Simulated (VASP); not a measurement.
Here is a VASP 6.6.1 calculation.

Contents of INCAR:

```
SYSTEM = Br
PREC = Accurate ; ENCUT = 520
EDIFF = 1E-6 ; ISMEAR = -1
SIGMA = 0.08 ; LREAL = .False.
LASPH = .True. ; NELM = 80
ALGO = Normal ; ISIF = 2
LWAVE = .False. ; LCHARG = .False.
GGA = PE ; NBANDS = 14
```

The input KPOINTS:

```
regular mesh
0
Gamma
  11 11 11
  0 0 0
```

File POSCAR:

```
Br
1.0
    0.0000000000      3.0376466421      3.0376466421
    3.0376466421      0.0000000000      3.0376466421
    3.0376466421      3.0376466421      0.0000000000
Br
2
Direct
   -0.1250000000     -0.1250000000     -0.1250000000
    0.1250000000      0.1250000000      0.1250000000
```

Potentials or basis: VASP PAW PBE potentials, release 64 (Br).

The run is started by

```console
$ cat potpaw_PBE.64/Br/POTCAR > POTCAR
$ mpirun -np 1 vasp_std > vasp.out
```

Q: What does it give for the band gap on the k mesh?

A: Zero (bands 7 and 8 overlap by 2.68 eV).

Q: Predict the pressure.

A: 18.0 GPa.

Caveat: the cell stands under pressure.
